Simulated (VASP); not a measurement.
# SrTe (Fm-3m) in VASP: a series of runs

The runs below take SrTe through single point, with HSE06, PBE0.

Program: VASP 6.6.1. These are calculated values, not measurements. Logs are shortened: lines on timing, memory, paths and dates and some standing lists are left out, and cuts for length are marked.

## (1) The cell of the first run

Symmetry: Fm-3m, No. 225, cubic system. Conventional cell: a = 6.706 Å, b = 6.706 Å, c = 6.706 Å, α = 90.00°, β = 90.00°, γ = 90.00°. Sr (site symmetry m-3m) has 6 Te at 3.35 Å within 4.4 Å. Within 4.4 Å of Te (site symmetry m-3m) lie 6 Sr at 3.35 Å.

## (2) Single point, HSE06

POSCAR

```
SrTe
1.0
    0.0000000000      3.3527582044      3.3527582044
    3.3527582044      0.0000000000      3.3527582044
    3.3527582044      3.3527582044      0.0000000000
Sr Te
1 1
Direct
    0.0000000000      0.0000000000      0.0000000000
    0.5000000000      0.5000000000      0.5000000000
```

INCAR.step1

```
PREC = Accurate
ENCUT = 400
EDIFF = 1E-5
ISMEAR = 0
SIGMA = 0.01
LREAL = F
LASPH = T
NELM = 120
ALGO = Normal
ISIF = 2
LWAVE = T
LCHARG = F
NBANDS = 15
GGA = PE
GGA_COMPAT = F
```

INCAR.step2

```
PREC = Accurate
ENCUT = 400
EDIFF = 1E-6
ISMEAR = 0
SIGMA = 0.01
LREAL = F
LASPH = T
NELM = 120
ALGO = Normal
ISIF = 2
LWAVE = F
LCHARG = F
GGA = PE
LHFCALC = T
HFSCREEN = 0.2079
PRECFOCK = Normal
NBANDS = 15
ISTART = 1
GGA_COMPAT = F
```

KPOINTS

```
regular mesh
0
Gamma
  4 4 4
```

Potentials or basis: VASP PAW PBE potentials, release 64 (Sr_sv, Te).

Command:

```bash
$ cat potpaw_PBE.64/Sr_sv/POTCAR potpaw_PBE.64/Te/POTCAR > POTCAR
$ cp INCAR.step1 INCAR
$ mpirun -np 1 vasp_std > vasp.out
$ cp INCAR.step2 INCAR
$ mpirun -np 1 vasp_std > vasp.out
```

OUTCAR:

```text
PREC = Accurate
   ENCUT = 400
   EDIFF = 1E-6
   ISMEAR = 0
   LREAL = F
   LASPH = T
   NELM = 120
   ISIF = 2
   GGA = PE
   LHFCALC = T
   HFSCREEN = 0.2079
   PRECFOCK = Normal
   ISTART = 1

 ion  position               nearest neighbor table
   1  0.000  0.000  0.000-   2 3.35   2 3.35   2 3.35   2 3.35   2 3.35   2 3.35
   2  0.500  0.500  0.500-   1 3.35   1 3.35   1 3.35   1 3.35   1 3.35   1 3.35

  LATTYP: Found a face centered cubic cell.
 ALAT       =     6.7055164088

  Lattice vectors:

 A1 = (   0.0000000000,   3.3527582044,   3.3527582044)
 A2 = (   3.3527582044,   0.0000000000,   3.3527582044)
 A3 = (   3.3527582044,   3.3527582044,   0.0000000000)

Analysis of symmetry for initial positions (statically):
=====================================================================
 Subroutine PRICEL returns:
 Original cell was already a primitive cell.

 Routine SETGRP: Setting up the symmetry group for a
 face centered cubic supercell.

 Subroutine GETGRP returns: Found 48 space group operations
 (whereof 48 operations were pure point group operations)
 out of a pool of 48 trial point group operations.

The static configuration has the point symmetry O_h .

Analysis of symmetry for dynamics (positions and initial velocities):
=====================================================================
 Subroutine PRICEL returns:
 Original cell was already a primitive cell.

 Routine SETGRP: Setting up the symmetry group for a
 face centered cubic supercell.

 Subroutine GETGRP returns: Found 48 space group operations
 (whereof 48 operations were pure point group operations)
 out of a pool of 48 trial point group operations.

The dynamic configuration has the point symmetry O_h .

 Subroutine INISYM returns: Found 48 space group operations
 (whereof 48 operations are pure point group operations),
 and found     1 'primitive' translations

----------------------------------------------------------------------------------------

                                     Primitive cell

  volume of cell :      75.3766

  direct lattice vectors                    reciprocal lattice vectors
     0.000000000  3.352758204  3.352758204    -0.149130945  0.149130945  0.149130945
     3.352758204  0.000000000  3.352758204     0.149130945 -0.149130945  0.149130945
     3.352758204  3.352758204  0.000000000     0.149130945  0.149130945 -0.149130945

  length of vectors
     4.741516124  4.741516124  4.741516124     0.258302374  0.258302374  0.258302374

  position of ions in fractional coordinates (direct lattice)
     0.000000000  0.000000000  0.000000000
     0.500000000  0.500000000  0.500000000

  ion indices of the primitive-cell ions
   primitive index   ion index
                 1           1
                 2           2

----------------------------------------------------------------------------------------

 KPOINTS: regular mesh

Automatic generation of k-mesh.
 Grid dimensions read from file:
 generate k-points for:    4    4    4

 Generating k-lattice:

  Cartesian coordinates                     Fractional coordinates (reciprocal lattice)
    -0.037282736  0.037282736  0.037282736     0.250000000  0.000000000  0.000000000
     0.037282736 -0.037282736  0.037282736     0.000000000  0.250000000  0.000000000
     0.037282736  0.037282736 -0.037282736     0.000000000  0.000000000  0.250000000

  Length of vectors
     0.064575594  0.064575594  0.064575594

  Shift w.r.t. Gamma in fractional coordinates (k-lattice)
     0.000000000  0.000000000  0.000000000

 Subroutine IBZKPT returns following result:
 ===========================================

 Found      8 irreducible k-points:

 Following reciprocal coordinates:
            Coordinates               Weight
  0.000000  0.000000  0.000000      1.000000
  0.250000  0.000000  0.000000      8.000000
  0.500000  0.000000  0.000000      4.000000
  0.250000  0.250000  0.000000      6.000000
  0.500000  0.250000  0.000000     24.000000
 -0.250000  0.250000  0.000000     12.000000
  0.500000  0.500000  0.000000      3.000000
 -0.250000  0.500000  0.250000      6.000000
   k-points           NKPTS =      8   k-points in BZ     NKDIM =     64   number of bands    NBANDS=     15
   number of dos      NEDOS =    301   number of ions     NIONS =      2
   total plane-waves  NPLWV =  32768
   dimension x,y,z NGX =    32 NGY =   32 NGZ =   32
   dimension x,y,z NGXF=    64 NGYF=   64 NGZF=   64
   ions per type =               1   1
   NGX,Y,Z   is equivalent  to a cutoff of  11.22, 11.22, 11.22 a.u.
   NGXF,Y,Z  is equivalent  to a cutoff of  22.44, 22.44, 22.44 a.u.
 SYSTEM =  unknown system
   PREC   = accura    normal or accurate (medium, high low for compatibility)
   ISTART =      1    job   : 0-new  1-cont  2-samecut
   ICHARG =      0    charge: 1-file 2-atom 10-const
   ISPIN  =      1    spin polarized calculation?
   LNONCOLLINEAR =      F non collinear calculations
   LSORBIT =      F    spin-orbit coupling
   LASPH  =      T    aspherical Exc in radial PAW
   ENCUT  =  400.0 eV  29.40 Ry    5.42 a.u.   7.73  7.73  7.73*2*pi/ulx,y,z
   NELM   =    120;   NELMIN=  2; NELMDL=  0     # of ELM steps
   EDIFF  = 0.1E-05   stopping-criterion for ELM
   LREAL  =      F    real-space projection
   EDIFFG = 0.1E-04   stopping-criterion for IOM
   NSW    =      0    number of steps for IOM
   IBRION =     -1    ionic relax: 0-MD 1-quasi-New 2-CG
   NFREE  =      0    steps in history (QN), initial steepest desc. (CG)
   ISIF   =      2    stress and relaxation
   ISYM   =      3    0-nonsym 1-usesym 2-fastsym
   POTIM  = 0.5000    time-step for ionic-motion
   TEBEG  =    0.0;   TEEND  =   0.0 temperature during run
   PSTRESS=    0.0 pullay stress
   NELECT =      16.0000    total number of electrons
   NUPDOWN=      -1.0000    fix difference up-down
   EMIN   =  10.00;   EMAX   =-10.00  energy-range for DOS
   EFERMI =   0.00;   METHOD = LEGACY
   ISMEAR =     0;   SIGMA  =   0.01  broadening in eV -4-tet -1-fermi 0-gaus
   EFERMI_NEDOS =   21; number of points for ismear=-14 and -15
   IALGO  =     38    algorithm
   IMIX   =      1    mixing-type and parameters
     AMIX     =   0.40;   BMIX     =  1.00
     AMIX_MAG =   1.60;   BMIX_MAG =  1.00
  volume/ion in A,a.u.               =      37.69       254.33
  Fermi-wavevector in a.u.,A,eV,Ry     =   0.976568  1.845446 12.975679  0.953686
  Thomas-Fermi vector in A             =   2.107197
   LORBIT       =      0    0 simple, 1 ext, 2 COOP (PROOUT), +10 PAW based schemes
   GGA     = PE    functional components
   LHFCALC =     T    Hartree Fock is set to
   PRECFOCK=normal    Normal, Fast or Accurate (Low or Medium for compatibility)
   ENCUT4O =  -1.0   cutoff for four orbital integrals eV
   NKREDX  =     1    reduce k-point grid by
   NKREDY  =     1    reduce k-point grid by
   NKREDZ  =     1    reduce k-point grid by
   AEXX    =    0.2500 exact exchange contribution
   HFSCREEN=    0.2079 screening length (either q_TF or 0.3 A-1)
   HFSCREENC=   0.2079 screening length for correlation (either q_TF or 0.3 A-1)
   ENCUTFOCK=  -1.0 apply spherical cutoff to Coloumb kernel
   IVDW    =     0    specifies the selected vdW correction
   LEPSILON=     F    determine dielectric tensor
   LRPA    =     F    only Hartree local field effects (RPA)
 non-spin polarized calculation
 Gauss-broadening in eV      SIGMA  =   0.01
  energy-cutoff  :      400.00
  volume of cell :       75.38
 maximum number of plane-waves:      1384
 NGX is ok and might be reduce to    32
  NGX = 24; NGY = 24; NGZ = 24

 number of electron      16.0000001 magnetization

 Free energy of the ion-electron system (eV)
  ---------------------------------------------------
  ext. energy  EPLUGINS =         0.00000000
  ---------------------------------------------------
  free energy    TOTEN  =        -9.45410276 eV

  energy without entropy =       -9.45410276  energy(sigma->0) =       -9.45410276

 E-fermi :   2.3041     XC(G=0):  -7.0655

 val. band max:        2.1953426605   @ k =   0.0000   0.0000   0.0000
 cond. band min:       4.6876692936   @ k =   0.5000   0.5000   0.0000
 fundamental gap:      2.4923266331
 Fermi energy:         2.3041409678

 k-point     1 :       0.0000    0.0000    0.0000
  band No.  band energies     occupation
      1     -35.0291      2.00000
      2     -15.7346      2.00000
      3     -15.7346      2.00000
      4     -15.7346      2.00000
      5      -8.6164      2.00000
      6       2.1953      2.00000
      7       2.1953      2.00000
      8       2.1953      2.00000
      9       5.7134      0.00000
     10       6.3869      0.00000
     11       6.3869      0.00000
     12       6.3869      0.00000
     13       7.0537      0.00000
     14       7.0537      0.00000
     15      10.5778      0.00000

 k-point     2 :       0.2500    0.0000    0.0000
  band No.  band energies     occupation
      1     -35.0269      2.00000
      2     -15.8021      2.00000
      3     -15.7365      2.00000
      4     -15.7365      2.00000
      5      -8.2901      2.00000
      6       0.3920      2.00000
      7       1.5467      2.00000
      8       1.5467      2.00000
      9       6.2265      0.00000
     10       7.1678      0.00000
     11       7.1678      0.00000
     12       8.1607      0.00000
     13       8.5267      0.00000
     14       8.5267      0.00000
     15      11.5415      0.00000

 k-point     3 :       0.5000    0.0000    0.0000
  band No.  band energies     occupation
      1     -35.0248      2.00000
      2     -15.8671      2.00000
      3     -15.7384      2.00000
      4     -15.7384      2.00000
      5      -7.9245      2.00000
      6      -0.8019      2.00000
      7       1.0699      2.00000
      8       1.0699      2.00000
      9       6.7673      0.00000
     10       8.4134      0.00000
     11       8.6544      0.00000
     12       8.6544      0.00000
     13       9.7123      0.00000
     14       9.7123      0.00000
     15      11.2405      0.00000

 k-point     4 :       0.2500    0.2500    0.0000
  band No.  band energies     occupation
      1     -35.0262      2.00000
      2     -15.7877      2.00000
      3     -15.7524      2.00000
      4     -15.7524      2.00000
      5      -8.2720      2.00000
      6       0.2736      2.00000
      7       1.6695      2.00000
      8       1.6695      2.00000
      9       5.3483      0.00000
     10       6.8619      0.00000
     11       7.4884      0.00000
     12       8.2616      0.00000
     13       8.2616      0.00000
     14      10.2246      0.00000
     15      11.4414      0.00000

 k-point     5 :       0.5000    0.2500    0.0000
  band No.  band energies     occupation
      1     -35.0239      2.00000
      2     -15.8310      2.00000
      3     -15.7699      2.00000
      4     -15.7547      2.00000
      5      -8.0200      2.00000
      6      -0.1670      2.00000
      7       0.7833      2.00000
      8       1.2217      2.00000
      9       5.9570      0.00000
     10       8.4208      0.00000
     11       8.4828      0.00000
     12       8.7633      0.00000
     13       9.0371      0.00000
     14       9.2936      0.00000
     15      11.1038      0.00000

 k-point     6 :      -0.2500    0.2500    0.0000
  band No.  band energies     occupation
      1     -35.0247      2.00000
      2     -15.8254      2.00000
      3     -15.7746      2.00000
      4     -15.7388      2.00000
      5      -8.0350      2.00000
      6      -0.2244      2.00000
      7       0.9247      2.00000
      8       1.1253      2.00000
      9       7.3604      0.00000
     10       7.6736      0.00000
     11       7.6960      0.00000
     12       7.9859      0.00000
     13       8.8927      0.00000
     14      11.0751      0.00000
     15      11.2017      0.00000

 k-point     7 :       0.5000    0.5000    0.0000
  band No.  band energies     occupation
      1     -35.0231      2.00000
      2     -15.8245      2.00000
      3     -15.7708      2.00000
      4     -15.7708      2.00000
      5      -8.1122      2.00000
      6       0.0425      2.00000
      7       1.3864      2.00000
      8       1.3864      2.00000
      9       4.6877      0.00000
     10       6.8678      0.00000
     11       8.0371      0.00000
     12       9.3550      0.00000
     13       9.5167      0.00000
     14       9.5167      0.00000
     15      11.7593      0.00000

 k-point     8 :      -0.2500    0.5000    0.2500
  band No.  band energies     occupation
      1     -35.0232      2.00000
      2     -15.7974      2.00000
      3     -15.7974      2.00000
      4     -15.7781      2.00000
      5      -8.0060      2.00000
      6       0.5109      2.00000
      7       0.5109      2.00000
      8       0.6157      2.00000
      9       7.0293      0.00000
     10       7.0293      0.00000
     11       7.5483      0.00000
     12       8.9523      0.00000
     13       9.5304      0.00000
     14      10.6650      0.00000
     15      11.5908      0.00000

------------------------ aborting loop because EDIFF is reached ----------------------------------------

  FORCE on cell =-STRESS in cart. coord.  units (eV):
  Direction    XX          YY          ZZ          XY          YZ          ZX
  --------------------------------------------------------------------------------------
  -------------------------------------------------------------------------------------
  Total       -0.0719103     -0.0719103     -0.0719103      0.0000000      0.0000000     -0.0000000
  in kB       -1.5284989     -1.5284989     -1.5284989      0.0000000      0.0000000     -0.0000000
  external PRESSURE =      -1.5284989 kB  Pullay stress =       0.0000000 kB

 VOLUME and BASIS-vectors are now :
 -----------------------------------------------------------------------------
  energy-cutoff  :      400.00
  volume of cell :       75.38
      direct lattice vectors                 reciprocal lattice vectors
     0.000000000  3.352758204  3.352758204    -0.149130945  0.149130945  0.149130945
     3.352758204  0.000000000  3.352758204     0.149130945 -0.149130945  0.149130945
     3.352758204  3.352758204  0.000000000     0.149130945  0.149130945 -0.149130945

 POSITION                                       TOTAL-FORCE (eV/Angst)
 -----------------------------------------------------------------------------------
      0.00000      0.00000      0.00000        -0.000000      0.000000     -0.000000
      3.35276      3.35276      3.35276         0.000000     -0.000000      0.000000
 -----------------------------------------------------------------------------------
    total drift:                               -0.000001     -0.000000     -0.000000

  FREE ENERGIE OF THE ION-ELECTRON SYSTEM (eV)
  ---------------------------------------------------
  free  energy   TOTEN  =        -9.4541027586 eV

  energy  without entropy=       -9.4541027586  energy(sigma->0) =       -9.45410276
```

Wall time 8.7 min (1 thread of Intel Xeon 8259CL, shared host); peak memory 0.28 GiB.

Results:

| Quantity | Value |
| --- | --- |
| Free energy | -9.4541 eV |
| Pressure | -0.2 GPa |
| Band gap on the k mesh | 2.49 eV (least direct gap 3.30 eV) |

Levels at points of the mesh, in eV from the valence-band top:
```
           k point  band 5  band 6  band 7  band 8  band 9  band 10  band 11  band 12
(0.00, 0.00, 0.00)  -10.81    0.00    0.00    0.00    3.52     4.19     4.19     4.19
(0.50, 0.00, 0.00)  -10.12   -3.00   -1.13   -1.13    4.57     6.22     6.46     6.46
(0.50, 0.50, 0.00)  -10.31   -2.15   -0.81   -0.81    2.49     4.67     5.84     7.16
```

Caveat: the PAW data sets were made with another functional, which shifts forces and pressure a little; spin-orbit coupling is left out, which moves the levels of the heavy elements.

## (3) Single point, PBE0

POSCAR is that of step 2.

INCAR.step1

```
SYSTEM = SrTe
ALGO = Normal ; EDIFF = 1E-5
ENCUT = 400 ; GGA = PE
GGA_COMPAT = .FALSE. ; ISIF = 2
ISMEAR = 0 ; LASPH = .TRUE.
LCHARG = .FALSE. ; LREAL = .FALSE.
LWAVE = .TRUE. ; NBANDS = 15
NELM = 120 ; PREC = Accurate
SIGMA = 0.01
```

INCAR.step2

```
SYSTEM = SrTe
AEXX = 0.25 ; ALGO = Normal
EDIFF = 1E-6 ; ENCUT = 400
GGA = PE ; GGA_COMPAT = .FALSE.
ISIF = 2 ; ISMEAR = 0
ISTART = 1 ; LASPH = .TRUE.
LCHARG = .FALSE. ; LHFCALC = .TRUE.
LREAL = .FALSE. ; LWAVE = .FALSE.
NBANDS = 15 ; NELM = 120
PREC = Accurate ; PRECFOCK = Normal
SIGMA = 0.01
```

KPOINTS

```
k-points
0
G
  4 4 4
  0 0 0
```

Potentials or basis: VASP PAW PBE potentials, release 64 (Sr_sv, Te).

Command:

```bash
$ cat potpaw_PBE.64/Sr_sv/POTCAR potpaw_PBE.64/Te/POTCAR > POTCAR
$ cp INCAR.step1 INCAR
$ mpirun -np 1 vasp_std > vasp.out
$ cp INCAR.step2 INCAR
$ mpirun -np 1 vasp_std > vasp.out
```

It took 9.4 min on 1 thread of Intel Xeon 8259CL, shared host; peak memory 0.18 GiB.

The run converged. Its results:

- Free energy: -10.0183 eV
- Pressure: -0.2 GPa
- Band gap on the k mesh: 3.18 eV (least direct gap 4.01 eV)

Levels at points of the mesh, in eV from the valence-band top:
| k point | band 6 | band 7 | band 8 | band 9 | band 10 | band 11 |
| --- | --- | --- | --- | --- | --- | --- |
| (0.00, 0.00, 0.00) | 0.00 | 0.00 | 0.00 | 4.20 | 4.91 | 4.91 |
| (0.50, 0.00, 0.00) | -3.07 | -1.15 | -1.15 | 5.26 | 6.95 | 7.20 |
| (0.50, 0.50, 0.00) | -2.21 | -0.83 | -0.83 | 3.18 | 5.38 | 6.58 |

Caveat: the PAW data sets were made with another functional, which shifts forces and pressure a little; spin-orbit coupling is left out, which moves the levels of the heavy elements.
